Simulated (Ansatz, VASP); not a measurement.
**WC: VASP beside Ansatz**

```
W C
1.0
     0.00000    2.36810    2.28039
     2.36810    0.00000    2.28039
     2.36810    2.36810    0.00000
W C
1 1
Direct
  0.00000 0.00000 0.00000
  0.50000 0.50000 0.50000
```

Change from the starting cell: strain +0.080 along x and y, +0.040 along z, atoms carried along.

Alike in both runs: task single point; functional PBEsol; k mesh 18 × 18 × 18; occupations gaussian, width 0.15 eV; no spin polarisation.

|  | VASP | Ansatz |
| --- | --- | --- |
| version | VASP 6.6.1 | Ansatz 0.2.0 |
| potentials or method | VASP PAW PBE potentials, release 64 (W_sv, C), cutoff 520 eV | scalar-relativistic, plane waves, PAW |
| valence electrons in the cell | 18 | 18 |

```tsv
	VASP	Ansatz	Ansatz less VASP
gap on the k mesh at the Fermi level (eV)	none	none	-
pressure (GPa)	-52.0	-52.4	-0.44
traceless stress, the component that is largest in VASP (GPa)	3.92	3.87	-0.054
```

VASP's potentials were made for PBE, not for PBEsol. A gap of «none» marks a metal or a gap that the smearing closes. Both programs put the cell under strong tension, so it lies far from rest at this level. The functional is the same, so the differences come from potentials, cutoffs and numerics.

Spin-orbit coupling is off throughout. Noted on VASP's run: the cell as given lies far from equilibrium.
